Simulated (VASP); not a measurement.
The system is ZrB2.

```
CELL_PARAMETERS angstrom
3.17000 0.00000 0.00000
-1.58500 2.74530 0.00000
0.00000 0.00000 3.53300
ATOMIC_POSITIONS crystal
Zr 0.00000 0.00000 0.00000
B 0.66667 0.33333 0.50000
B 0.33333 0.66667 0.50000
```

| Property | Result |
| --- | --- |
| Program | VASP 6.6.1 |
| Task | relaxation of cell and atoms |
| Functional | r2SCAN |
| Potentials or basis | VASP PAW PBE potentials, release 64 (Zr_sv, B) |
| Cutoff | 600 eV |
| k mesh | 10 × 10 × 8 |
| Occupations | fermi-dirac, width 0.05 eV |
| Spin | no spin polarisation |
| Hubbard terms | Zr d U = 5.0 eV |

At the start: pressure 12.7 GPa; volume 10.25 Å³/atom.

Where does the relaxation end?

Over 6 steps the energy falls by 22.4 meV/atom and the volume is 10.78 Å³/atom (+5.2 %); space group P6/mmm (No. 191, to 0.1 Å) before and after.

Step by step:
```tsv
step	energy change (eV)	largest force (eV/Å)	pressure (GPa)	volume (Å³)
1	0.0000	0.0000	12.73	30.75
2	0.0252	0.0000	-13.07	34.51
3	-0.0647	0.0000	-0.48	32.41
4	-0.0647	0.0000	-0.24	32.37
5	-0.0673	0.0000	0.12	32.35
6	-0.0673	0.0000	0.13	32.34
```

Final structure:
```
CELL_PARAMETERS angstrom
3.20492 0.00000 0.00000
-1.60246 2.77554 0.00000
0.00000 0.00000 3.63615
ATOMIC_POSITIONS crystal
Zr 0.00000 0.00000 0.00000
B 0.66667 0.33333 0.50000
B 0.33333 0.66667 0.50000
```

Caveat: the PAW data sets were made with another functional, which shifts forces and pressure a little; U without spin polarisation on a metal has little footing; the U is typed as a test and isn't derived for this compound.
